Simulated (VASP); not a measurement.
A run of VASP 6.6.1:

Contents of INCAR:

```
PREC = Accurate
ENCUT = 520
EDIFF = 1E-7
ISMEAR = 0
SIGMA = 0.02
LREAL = Auto
LASPH = True
NELM = 60
ALGO = Normal
ISIF = 2
LWAVE = False
LCHARG = False
GGA = PE
NELECT = 58.0
NBANDS = 43
```

File KPOINTS:

```
regular mesh
0
Gamma
  2 2 2
```

Contents of POSCAR:

```
Si
1.0
    0.0000000000      5.4700937627     -5.4700937627
    5.4700937627      5.4700937627      0.0000000000
    5.4700937627      0.0000000000     -5.4700937627
Si
15
Direct
    0.1875003509      0.1875003509      0.1874994368
    0.1221637195      0.6284060473      0.1221626226
    0.6284060473      0.1221637195      0.1221626226
    0.6275021323      0.6275021323      0.1209961892
    0.1221638109      0.1221638109      0.6284050419
    0.1209966463      0.6275014925      0.6275022237
    0.6275014925      0.1209966463      0.6275022237
    0.6248893800      0.6248893800      0.6248893800
    0.2528363425      0.7465935096      0.2528372565
    0.7474979730      0.7474979730      0.2540035071
    0.7465934182      0.2528364339      0.2528373480
    0.2540034157      0.7474986129      0.7474976988
    0.2528360683      0.2528360683      0.7465959775
    0.7501106339      0.7501106339      0.7501106339
    0.7474986129      0.2540034157      0.7474976988
```

Potentials or basis: VASP PAW PBE potentials, release 64 (Si).

Run with:

```sh
$ cat potpaw_PBE.64/Si/POTCAR > POTCAR
$ mpirun -np 1 vasp_std > vasp.out
```

Hardware: 1 thread of Intel(R) Xeon(R) Platinum 8559C (Emerald Rapids) (shared host).

Problem. Estimate the wall time of this run.

Solution. It took 64 s on 1 thread of Intel(R) Xeon(R) Platinum 8559C (Emerald Rapids) (shared host), peak memory 0.44 GiB. Counts: scf iterations 19, k points 4.
